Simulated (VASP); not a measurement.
Input of a VASP 6.6.1 run:

File INCAR:

```
PREC     = Accurate       # precision mode
ENCUT    = 520            # plane-wave cutoff, eV
EDIFF    = 1E-6           # SCF threshold, eV
ISMEAR   = -1             # smearing method
SIGMA    = 0.05           # smearing width, eV
LREAL    = False          # projectors in reciprocal space
LASPH    = True           # aspherical terms in the spheres
NELM     = 100            # most SCF steps
ALGO     = Normal         # electronic algorithm
ISIF     = 2              # what is computed and relaxed
LWAVE    = False          # write WAVECAR
LCHARG   = True           # write CHGCAR
GGA      = PE             # functional
LELF     = True           # ELF
LVHAR    = True         
NBANDS   = 17             # bands
```

KPOINTS

```
Automatic mesh
0
Gamma
  9 9 6
```

File POSCAR:

```
MoSe
1.0
    3.5387381967      0.0000000000      0.0000000000
   -1.7693691035      3.0646371787      0.0000000000
    0.0000000000      0.0000000000      4.4585581985
Mo Se
1 1
Direct
    0.6666666700      0.3333333300      0.0254445500
    0.3333333300      0.6666666700      0.1184304700
```

Potentials or basis: VASP PAW PBE potentials, release 64 (Mo_sv, Se).

Command:

```bash
$ cat potpaw_PBE.64/Mo_sv/POTCAR potpaw_PBE.64/Se/POTCAR > POTCAR
$ mpirun -np 1 vasp_std > vasp.out
```

Question: Estimate the band gap on the k mesh.

Answer: Zero (band 10 reaches 5.28 eV, above the bottom of band 11 at 5.02 eV).

Question: Predict the pressure.

Answer: 54.6 GPa.

Question: What does it give for the largest force?

Answer: 5.040 eV/Å.

Forces in eV/Å, atoms in the order of the input:
```
Mo   0.000  0.000 -5.040
Se   0.000  0.000  5.040
```

Caveat: forces of over 1 eV/Å act on the atoms, so gaps and moduli don't describe the material at rest.
